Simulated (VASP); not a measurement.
Write the native input for VASP 6.6.1 that does the following.

```yaml
Task: single point
Functional: PBEsol
Potentials_or_basis: VASP PAW PBE potentials, release 64 (Zn, Se)
Cutoff: 520 eV
k_mesh: 8 × 8 × 8
Occupations: gaussian, width 0.01 eV
Spin: no spin polarisation
Dipole_correction: no
Further_INCAR_settings: ALGO = Normal; EDIFF = 1e-06; NBANDS = 16
```

The structure of ZnSe lies in POSCAR:

```
ZnSe
1.0
    0.0000000000      2.8166002266      2.8166002266
    2.8166002266      0.0000000000      2.8166002266
    2.8166002266      2.8166002266      0.0000000000
Zn Se
1 1
Direct
    0.0000000000      0.0000000000      0.0000000000
    0.7500000000      0.7500000000      0.7500000000
```

These files were run (other wordings do the same):

INCAR

```
SYSTEM = ZnSe
  PREC = Accurate
  ENCUT = 520
  EDIFF = 1E-6
  ISMEAR = 0
  SIGMA = 0.01
  LREAL = .False.
  LASPH = .True.
  NELM = 100
  ALGO = Normal
  ISIF = 2
  LWAVE = .False.
  LCHARG = .False.
  GGA = PS
  NBANDS = 16
```

KPOINTS

```
Automatic mesh
0
Gamma
  8 8 8
  0 0 0
```

Potentials or basis: VASP PAW PBE potentials, release 64 (Zn, Se).

Run with:

```console
$ cat potpaw_PBE.64/Zn/POTCAR potpaw_PBE.64/Se/POTCAR > POTCAR
$ mpirun -np 1 vasp_std > vasp.out
```

Results of the run:

The pressure is 0.3 GPa. The band gap on the k mesh is 1.24 eV, direct.

Caveat: the PAW data sets were made with another functional, which shifts forces and pressure a little.

Wall time 39 s on 1 thread of Intel(R) Xeon(R) Platinum 8259CL CPU @ 2.50GHz (Skylake/Cascade Lake), on a shared host, peak memory 0.16 GiB.
